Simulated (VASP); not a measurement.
# AlGa2As3 (P6/mmm) in VASP: a series of runs

The runs below take AlGa2As3 through single point, relaxation of cell and atoms, with PBE.

Everything below comes from runs of VASP 6.6.1. Logs are shortened: lines on timing, memory, paths and dates and some standing lists are left out, and cuts for length are marked.

### Step 1. The cell of the first run

Symmetry: P6/mmm, No. 191, hexagonal system. Conventional cell: a = 6.177 Å, b = 6.177 Å, c = 3.431 Å, α = 90.00°, β = 90.00°, γ = 120.00°. Within 4.5 Å of Al (site symmetry 6/mmm) lie 2 Al at 3.43 Å and 12 As at 3.53 Å and 6 Ga at 3.57 Å. Ga (site symmetry -6m2) has 6 As at 2.47 Å within 3.3 Å. Within 3.3 Å of As (site symmetry mmm) lie 4 Ga at 2.47 Å and 4 As at 3.09 Å.

### Step 2. Single point, PBE

INCAR

```
SYSTEM = AlGa2As3
ALGO     = Normal         ! electronic algorithm
EDIFF    = 1E-6           ! SCF threshold, eV
ENCUT    = 520            ! plane-wave cutoff, eV
GGA      = PE             ! functional
ISIF     = 2              ! what is computed and relaxed
ISMEAR   = 0              ! smearing method
LASPH    = .TRUE.         ! aspherical terms in the spheres
LCHARG   = .FALSE.        ! write CHGCAR
LREAL    = .FALSE.        ! projectors in reciprocal space
LWAVE    = .FALSE.        ! write WAVECAR
NBANDS   = 31             ! bands
NELM     = 80             ! most SCF steps
PREC     = Accurate       ! precision mode
SIGMA    = 0.1            ! smearing width, eV
```

KPOINTS

```
k-points
0
G
  3 3 6
  0 0 0
```

POSCAR

```
AlGa2As3
1.0
    6.1771000400      0.0000000000      0.0000000000
   -3.0885500200      5.3495255500      0.0000000000
    0.0000000000      0.0000000000      3.4309761700
Al Ga As
1 2 3
Direct
    0.0000000000      0.0000000000      0.0000000000
    0.3333333300      0.6666666700      0.0000000000
    0.6666666700      0.3333333300      0.0000000000
    0.5000000000      0.0000000000      0.5000000000
    0.5000000000      0.5000000000      0.5000000000
    0.0000000000      0.5000000000      0.5000000000
```

Potentials or basis: VASP PAW PBE potentials, release 64 (Al, Ga_d, As).

On the command line:

```console
cat potpaw_PBE.64/Al/POTCAR potpaw_PBE.64/Ga_d/POTCAR potpaw_PBE.64/As/POTCAR > POTCAR
mpirun -np 1 vasp_std > vasp.out
```

OUTCAR:

```text
SYSTEM = AlGa2As3
   EDIFF = 1E-6
   ENCUT = 520
   GGA = PE
   ISIF = 2
   ISMEAR = 0
   LASPH = .TRUE.
   LREAL = .FALSE.
   NELM = 80
   PREC = Accurate

 ion  position               nearest neighbor table
   1  0.000  0.000  0.000-
   2  0.333  0.667  0.000-   4 2.47   4 2.47   6 2.47   6 2.47   5 2.47   5 2.47
   3  0.667  0.333  0.000-   4 2.47   4 2.47   6 2.47   6 2.47   5 2.47   5 2.47
   4  0.500  0.000  0.500-   2 2.47   3 2.47   2 2.47   3 2.47
   5  0.500  0.500  0.500-   2 2.47   3 2.47   2 2.47   3 2.47
   6  0.000  0.500  0.500-   2 2.47   3 2.47   2 2.47   3 2.47

  LATTYP: Found a hexagonal cell.
 ALAT       =     6.1771000400
 C/A-ratio  =     0.5554347749

  Lattice vectors:

 A1 = (   6.1771000400,   0.0000000000,   0.0000000000)
 A2 = (  -3.0885500200,   5.3495255500,   0.0000000000)
 A3 = (   0.0000000000,   0.0000000000,   3.4309761700)

Analysis of symmetry for initial positions (statically):
=====================================================================
 Subroutine PRICEL returns:
 Original cell was already a primitive cell.

 Routine SETGRP: Setting up the symmetry group for a
 hexagonal supercell.

 Subroutine GETGRP returns: Found 24 space group operations
 (whereof 24 operations were pure point group operations)
 out of a pool of 24 trial point group operations.

The static configuration has the point symmetry D_6h.

Analysis of symmetry for dynamics (positions and initial velocities):
=====================================================================
 Subroutine PRICEL returns:
 Original cell was already a primitive cell.

 Routine SETGRP: Setting up the symmetry group for a
 hexagonal supercell.

 Subroutine GETGRP returns: Found 24 space group operations
 (whereof 24 operations were pure point group operations)
 out of a pool of 24 trial point group operations.

The dynamic configuration has the point symmetry D_6h.

 Subroutine INISYM returns: Found 24 space group operations
 (whereof 24 operations are pure point group operations),
 and found     1 'primitive' translations

----------------------------------------------------------------------------------------

                                     Primitive cell

  volume of cell :     113.3751

  direct lattice vectors                    reciprocal lattice vectors
     6.177100040  0.000000000  0.000000000     0.161888264  0.093466233  0.000000000
    -3.088550020  5.349525550  0.000000000     0.000000000  0.186932465  0.000000000
     0.000000000  0.000000000  3.430976170     0.000000000  0.000000000  0.291462240

  length of vectors
     6.177100040  6.177100034  3.430976170     0.186932465  0.186932465  0.291462240

  position of ions in fractional coordinates (direct lattice)
     0.000000000  0.000000000  0.000000000
     0.333333330  0.666666670  0.000000000
     0.666666670  0.333333330  0.000000000
     0.500000000  0.000000000  0.500000000
     0.500000000  0.500000000  0.500000000
     0.000000000  0.500000000  0.500000000

  ion indices of the primitive-cell ions
   primitive index   ion index
                 1           1
                 2           2
                 3           3
                 4           4
                 5           5
                 6           6

----------------------------------------------------------------------------------------

 KPOINTS: k-points

Automatic generation of k-mesh.
 Grid dimensions read from file:
 generate k-points for:    3    3    6

 Generating k-lattice:

  Cartesian coordinates                     Fractional coordinates (reciprocal lattice)
     0.053962755  0.031155411  0.000000000     0.333333333  0.000000000  0.000000000
     0.000000000  0.062310822  0.000000000     0.000000000  0.333333333  0.000000000
     0.000000000  0.000000000  0.048577040     0.000000000  0.000000000  0.166666667

  Length of vectors
     0.062310822  0.062310822  0.048577040

  Shift w.r.t. Gamma in fractional coordinates (k-lattice)
     0.000000000  0.000000000  0.000000000

 Subroutine IBZKPT returns following result:
 ===========================================

 Found     12 irreducible k-points:

 Following reciprocal coordinates:
            Coordinates               Weight
  0.000000  0.000000  0.000000      1.000000
  0.333333  0.000000  0.000000      6.000000
  0.333333  0.333333  0.000000      2.000000
  0.000000  0.000000  0.166667      2.000000
  0.333333  0.000000  0.166667     12.000000
  0.333333  0.333333  0.166667      4.000000
  0.000000  0.000000  0.333333      2.000000
  0.333333  0.000000  0.333333     12.000000
  0.333333  0.333333  0.333333      4.000000
  0.000000  0.000000  0.500000      1.000000
  0.333333  0.000000  0.500000      6.000000
  0.333333  0.333333  0.500000      2.000000
   k-points           NKPTS =     12   k-points in BZ     NKDIM =     12   number of bands    NBANDS=     31
   number of dos      NEDOS =    301   number of ions     NIONS =      6
   total plane-waves  NPLWV =  64512
   dimension x,y,z NGX =    48 NGY =   48 NGZ =   28
   dimension x,y,z NGXF=    96 NGYF=   96 NGZF=   56
   ions per type =               1   2   3
   NGX,Y,Z   is equivalent  to a cutoff of  12.92, 12.92, 13.57 a.u.
   NGXF,Y,Z  is equivalent  to a cutoff of  25.84, 25.84, 27.13 a.u.
 SYSTEM =  AlGa2As3
   PREC   = accura    normal or accurate (medium, high low for compatibility)
   ISTART =      0    job   : 0-new  1-cont  2-samecut
   ICHARG =      2    charge: 1-file 2-atom 10-const
   ISPIN  =      1    spin polarized calculation?
   LNONCOLLINEAR =      F non collinear calculations
   LSORBIT =      F    spin-orbit coupling
   LASPH  =      T    aspherical Exc in radial PAW
   ENCUT  =  520.0 eV  38.22 Ry    6.18 a.u.  11.49 11.49  6.38*2*pi/ulx,y,z
   NELM   =     80;   NELMIN=  2; NELMDL= -5     # of ELM steps
   EDIFF  = 0.1E-05   stopping-criterion for ELM
   LREAL  =      F    real-space projection
   EDIFFG = 0.1E-04   stopping-criterion for IOM
   NSW    =      0    number of steps for IOM
   IBRION =     -1    ionic relax: 0-MD 1-quasi-New 2-CG
   NFREE  =      0    steps in history (QN), initial steepest desc. (CG)
   ISIF   =      2    stress and relaxation
   ISYM   =      2    0-nonsym 1-usesym 2-fastsym
   POTIM  = 0.5000    time-step for ionic-motion
   TEBEG  =    0.0;   TEEND  =   0.0 temperature during run
   PSTRESS=    0.0 pullay stress
   NELECT =      44.0000    total number of electrons
   NUPDOWN=      -1.0000    fix difference up-down
   EMIN   =  10.00;   EMAX   =-10.00  energy-range for DOS
   EFERMI =   0.00;   METHOD = LEGACY
   ISMEAR =     0;   SIGMA  =   0.10  broadening in eV -4-tet -1-fermi 0-gaus
   EFERMI_NEDOS =   21; number of points for ismear=-14 and -15
   IALGO  =     38    algorithm
   IMIX   =      4    mixing-type and parameters
     AMIX     =   0.40;   BMIX     =  1.00
     AMIX_MAG =   1.60;   BMIX_MAG =  1.00
  volume/ion in A,a.u.               =      18.90       127.52
  Fermi-wavevector in a.u.,A,eV,Ry     =   1.194134  2.256587 19.401321  1.425957
  Thomas-Fermi vector in A             =   2.330132
   LORBIT       =      0    0 simple, 1 ext, 2 COOP (PROOUT), +10 PAW based schemes
   GGA     = PE    functional components
   LHFCALC =     F    Hartree Fock is set to
   AEXX    =    0.0000 exact exchange contribution
   IVDW    =     0    specifies the selected vdW correction
   LEPSILON=     F    determine dielectric tensor
   LRPA    =     F    only Hartree local field effects (RPA)
 non-spin polarized calculation
 Gauss-broadening in eV      SIGMA  =   0.10
  energy-cutoff  :      520.00
  volume of cell :      113.38
 maximum number of plane-waves:      3084
 NGX is ok and might be reduce to    48
   NGX = 23   NGY = 23   NGZ = 13

 number of electron      43.9999992 magnetization

 Free energy of the ion-electron system (eV)
  ---------------------------------------------------
  ext. energy  EPLUGINS =         0.00000000
  ---------------------------------------------------
  free energy    TOTEN  =       -20.29977334 eV

  energy without entropy =      -20.28088708  energy(sigma->0) =      -20.29033021

 E-fermi :   5.9304     XC(G=0): -10.5021

 val. band max:        5.9267600473   @ k =   0.3333   0.3333   0.1667
 cond. band min:       6.0333130312   @ k =   0.0000   0.0000   0.1667
 fundamental gap:      0.1065529840
 Fermi energy:         5.9303814299

 k-point     1 :       0.0000    0.0000    0.0000
  band No.  band energies     occupation
      1      -9.2620      2.00000
      2      -9.1262      2.00000
      3      -9.0988      2.00000
      4      -9.0988      2.00000
      5      -9.0868      2.00000
      6      -9.0868      2.00000
[... 23 lines left out ...]
     30      10.9110      0.00000
     31      10.9219      0.00000

 k-point     2 :       0.3333    0.0000    0.0000
  band No.  band energies     occupation
      1      -9.2210      2.00000
      2      -9.1506      2.00000
      3      -9.1083      2.00000
      4      -9.0904      2.00000
      5      -9.0877      2.00000
      6      -9.0770      2.00000
[... 23 lines left out ...]
     30      11.7118      0.00000
     31      12.0416      0.00000

 k-point     3 :       0.3333    0.3333    0.0000
  band No.  band energies     occupation
      1      -9.1814      2.00000
      2      -9.1814      2.00000
      3      -9.1176      2.00000
      4      -9.0887      2.00000
      5      -9.0657      2.00000
      6      -9.0657      2.00000
[... 23 lines left out ...]
     30      13.1112      0.00000
     31      13.1113      0.00000

 k-point     4 :       0.0000    0.0000    0.1667
  band No.  band energies     occupation
      1      -9.1648      2.00000
      2      -9.1568      2.00000
      3      -9.1568      2.00000
      4      -9.0815      2.00000
      5      -9.0673      2.00000
      6      -9.0673      2.00000
[... 227 lines left out ...]
     30      11.5428      0.00000
     31      13.5861      0.00000

 k-point    11 :       0.3333    0.0000    0.5000
  band No.  band energies     occupation
      1      -9.2795      2.00000
      2      -9.2552      2.00000
      3      -9.1643      2.00000
      4      -9.1184      2.00000
      5      -9.0618      2.00000
      6      -9.0532      2.00000
[... 23 lines left out ...]
     30      12.0271      0.00000
     31      12.9249      0.00000

 k-point    12 :       0.3333    0.3333    0.5000
  band No.  band energies     occupation
      1      -9.2868      2.00000
      2      -9.2144      2.00000
      3      -9.2144      2.00000
      4      -9.1136      2.00000
      5      -9.0701      2.00000
      6      -9.0356      2.00000
[... 23 lines left out ...]
     30      12.0049      0.00000
     31      12.0262      0.00000

------------------------ aborting loop because EDIFF is reached ----------------------------------------

  FORCE on cell =-STRESS in cart. coord.  units (eV):
  Direction    XX          YY          ZZ          XY          YZ          ZX
  --------------------------------------------------------------------------------------
  -------------------------------------------------------------------------------------
  Total       10.4540010     10.4540009     12.5011481      0.0000000     -0.0000000      0.0000000
  in kB      147.7323191    147.7323187    176.6618933      0.0000000     -0.0000000      0.0000000
  external PRESSURE =     157.3755103 kB  Pullay stress =       0.0000000 kB

 VOLUME and BASIS-vectors are now :
 -----------------------------------------------------------------------------
  energy-cutoff  :      520.00
  volume of cell :      113.38
      direct lattice vectors                 reciprocal lattice vectors
     6.177100040  0.000000000  0.000000000     0.161888264  0.093466233  0.000000000
    -3.088550020  5.349525550  0.000000000     0.000000000  0.186932465  0.000000000
     0.000000000  0.000000000  3.430976170     0.000000000  0.000000000  0.291462240

 POSITION                                       TOTAL-FORCE (eV/Angst)
 -----------------------------------------------------------------------------------
      0.00000      0.00000      0.00000        -0.000000      0.000000      0.000000
     -0.00000      3.56635      0.00000         0.000000     -0.000000     -0.000000
      3.08855      1.78318      0.00000        -0.000000      0.000000      0.000000
      3.08855      0.00000      1.71549        -0.000000      0.000000      0.000000
      1.54428      2.67476      1.71549        -0.000000      0.000000      0.000000
     -1.54428      2.67476      1.71549        -0.000000      0.000000      0.000000
 -----------------------------------------------------------------------------------
    total drift:                               -0.000000      0.000000     -0.000000

  FREE ENERGIE OF THE ION-ELECTRON SYSTEM (eV)
  ---------------------------------------------------
  free  energy   TOTEN  =       -20.2997733361 eV

  energy  without entropy=      -20.2808870805  energy(sigma->0) =      -20.29033021
```

It took 33 s on 1 thread of Intel Xeon 6975P-C, shared host; peak memory 0.25 GiB.

What came out:

```yaml
Free_energy: -20.2998 eV
Pressure: 15.7 GPa
Band_gap_on_the_k_mesh: zero (band 22 reaches 7.30 eV, above the bottom of band 23 at 5.61 eV)
```

Stress tensor (GPa, compression positive):
```
14.77  0.00  0.00
 0.00 14.77  0.00
 0.00  0.00 17.67
```

Caveat: the k points lie up to 0.39 Å⁻¹ apart.

### Step 3. Single point, PBE

This run uses another cell than the first one, of 23.04 Å³/atom, 1.219 times its volume.

INCAR

```
SYSTEM = AlGa2As3
PREC = Accurate
ENCUT = 520
EDIFF = 1E-6
ISMEAR = 0
SIGMA = 0.1
LREAL = .False.
LASPH = .True.
NELM = 100
ALGO = Normal
ISIF = 2
LWAVE = .False.
LCHARG = .False.
GGA = PE
NBANDS = 31
```

KPOINTS

```
Automatic mesh
0
Gamma
  3 3 6
  0 0 0
```

POSCAR

```
AlGa2As3
1.0
    6.6579964467      0.0000000000      0.0000000000
   -3.3289982234      5.7659940612      0.0000000000
    0.0000000000      0.0000000000      3.6007687674
Al Ga As
1 2 3
Direct
    0.0000000000      0.0000000000      0.0000000000
    0.3333333333      0.6666666667      0.0000000000
    0.6666666667      0.3333333333      0.0000000000
    0.5000000000      0.0000000000      0.5000000000
    0.5000000000      0.5000000000      0.5000000000
    0.0000000000      0.5000000000      0.5000000000
```

Potentials or basis: VASP PAW PBE potentials, release 64 (Al, Ga_d, As).

On the command line:

```console
cat potpaw_PBE.64/Al/POTCAR potpaw_PBE.64/Ga_d/POTCAR potpaw_PBE.64/As/POTCAR > POTCAR
mpirun -np 1 vasp_std > vasp.out
```

Run time: 54 s. Hardware: 1 thread of Intel Xeon 6975P-C, shared host; peak memory 0.27 GiB.

It converged, with:

* Free energy: -21.3390 eV
* Pressure: 0.2 GPa
* Band gap on the k mesh: zero (band 22 reaches 5.22 eV, above the bottom of band 23 at 3.65 eV)

Stress tensor (GPa, compression positive):
```
0.21 0.00 0.00
0.00 0.21 0.00
0.00 0.00 0.09
```

Levels at points of the mesh, in eV from the Fermi level:
| k point | band 19 | band 20 | band 21 | band 22 | band 23 | band 24 | band 25 | band 26 |
| --- | --- | --- | --- | --- | --- | --- | --- | --- |
| (0.00, 0.00, 0.00) | -0.96 | 0.43 | 0.43 | 1.08 | 1.08 | 1.25 | 3.27 | 3.51 |
| (0.00, 0.00, 0.50) | -2.32 | -2.20 | -2.20 | -0.32 | 0.17 | 0.17 | 1.97 | 1.99 |

Caveat: the k points lie up to 0.36 Å⁻¹ apart.

### Step 4. Single point, PBE

This run uses another cell than the first one, of 22.91 Å³/atom, 1.212 times its volume.

INCAR: that of step 3 with these lines changed.

```diff
@@ -8,3 +8,3 @@
 LASPH = .True.
-NELM = 100
+NELM = 80
 ALGO = Normal
```

KPOINTS

```
Automatic mesh
0
Gamma
  6 6 10
  0 0 0
```

POSCAR: that of step 3 with these lines changed.

```diff
@@ -2,5 +2,5 @@
 1.0
-    6.6579964467      0.0000000000      0.0000000000
-   -3.3289982234      5.7659940612      0.0000000000
-    0.0000000000      0.0000000000      3.6007687674
+    6.4278265480      0.0000000000      0.0000000000
+   -3.2139132740      5.5666610816      0.0000000000
+    0.0000000000      0.0000000000      3.8410893437
 Al Ga As
```

On the command line:

```console
cat potpaw_PBE.64/Al/POTCAR potpaw_PBE.64/Ga_d/POTCAR potpaw_PBE.64/As/POTCAR > POTCAR
mpirun -np 1 vasp_std > vasp.out
```

Run time: 2 min. Hardware: 1 thread of Intel Xeon 6975P-C, shared host; peak memory 0.35 GiB.

Results (log left out):

```
Free energy            : -21.2560 eV
Pressure               : 0.1 GPa
Band gap on the k mesh : zero (band 22 reaches 5.63 eV, above the bottom of band 23 at 3.69 eV)
```

Stress tensor (GPa, compression positive):
```
0.07 0.00 0.00
0.00 0.07 0.00
0.00 0.00 0.14
```

Levels at points of the mesh, in eV from the Fermi level:
```tsv
k point	band 19	band 20	band 21	band 22	band 23	band 24	band 25	band 26
(0.00, 0.00, 0.00)	-1.97	0.27	0.27	0.97	0.97	1.52	2.20	2.46
(0.50, 0.00, 0.00)	-2.23	-1.42	-0.68	-0.42	0.23	0.82	1.39	1.42
(0.00, 0.00, 0.50)	-2.73	-2.73	-2.68	-0.34	-0.29	-0.29	2.01	2.23
(0.50, 0.00, 0.50)	-2.19	-2.08	-1.04	-0.81	-0.79	0.44	1.68	1.75
```

### Step 5. Relaxation of cell and atoms, PBE

INCAR

```
PREC = Accurate
ENCUT = 600
EDIFF = 1E-6
ISMEAR = 0
SIGMA = 0.1
LREAL = F
LASPH = T
NELM = 100
ALGO = Normal
ISIF = 3
LWAVE = F
LCHARG = F
GGA = PE
IBRION = 2
NSW = 90
EDIFFG = -0.04
```

KPOINTS

```
regular mesh
0
Gamma
  3 3 6
```

POSCAR

```
AlGa2As3
1.0
    6.1771000400      0.0000000000      0.0000000000
   -3.0885500200      5.3495255500      0.0000000000
    0.0000000000      0.0000000000      3.4309761700
Al Ga As
1 2 3
Direct
    0.0000000000      0.0000000000      0.0000000000
    0.3333333300      0.6666666700      0.0000000000
    0.6666666700      0.3333333300      0.0000000000
    0.5000000000      0.0000000000      0.5000000000
    0.5000000000      0.5000000000      0.5000000000
    0.0000000000      0.5000000000      0.5000000000
```

On the command line:

```console
cat potpaw_PBE.64/Al/POTCAR potpaw_PBE.64/Ga_d/POTCAR potpaw_PBE.64/As/POTCAR > POTCAR
mpirun -np 1 vasp_std > vasp.out
```

Run time: 3.2 min. Hardware: 1 thread of Intel Xeon 6975P-C, shared host; peak memory 0.29 GiB.

It converged, with:

| Quantity | Value |
| --- | --- |
| Free energy | -21.3389 eV |
| Relaxed volume | 23.11 Å³/atom |
| Relaxed cell | a = 6.604 Å, b = 6.604 Å, c = 3.672 Å, α = 90.00°, β = 90.00°, γ = 120.00° |
| Space group after relaxing (to 0.05 Å) | P6/mmm (No. 191) |
| Energy gained by relaxing | 173.2 meV/atom |
| Ionic steps | 6 |
| Pressure after relaxing | -0.1 GPa |
| Band gap on the k mesh | zero (band 22 reaches 5.12 eV, above the bottom of band 23 at 3.68 eV) |

The path:
```
step  energy change (eV)  largest force (eV/Å)  pressure (GPa)  volume (Å³)
   1              0.0000                0.0000           15.69       113.38
   2             -0.9595                0.0000           -2.68       146.52
   3             -1.0368                0.0000            0.05       137.89
   4             -1.0367                0.0000           -0.07       138.41
   5             -1.0389                0.0000           -0.11       138.56
   6             -1.0394                0.0000           -0.12       138.67
```

Final structure:
```
Al Ga As
1.0
     6.60378    0.00000    0.00000
    -3.30189    5.71904    0.00000
     0.00000    0.00000    3.67169
Al Ga As
1 2 3
Direct
  0.00000 0.00000 0.00000
  0.33333 0.66667 0.00000
  0.66667 0.33333 0.00000
  0.50000 0.00000 0.50000
  0.50000 0.50000 0.50000
  0.00000 0.50000 0.50000
```

Levels at points of the mesh, in eV from the Fermi level:
```
           k point  band 18  band 19  band 20  band 21  band 22  band 23  band 24  band 25  band 26
(0.00, 0.00, 0.00)    -1.93    -1.13     0.66     0.66     0.93     0.93     1.39     3.06     3.40
(0.00, 0.00, 0.50)    -3.87    -2.36    -2.26    -2.26    -0.24     0.14     0.14     2.03     2.13
```

Caveat: the k points lie up to 0.37 Å⁻¹ apart in the final cell; the volume moved by over 15 % at a fixed basis, so the end points are rough.

(Part 1 of 2 ends here.)
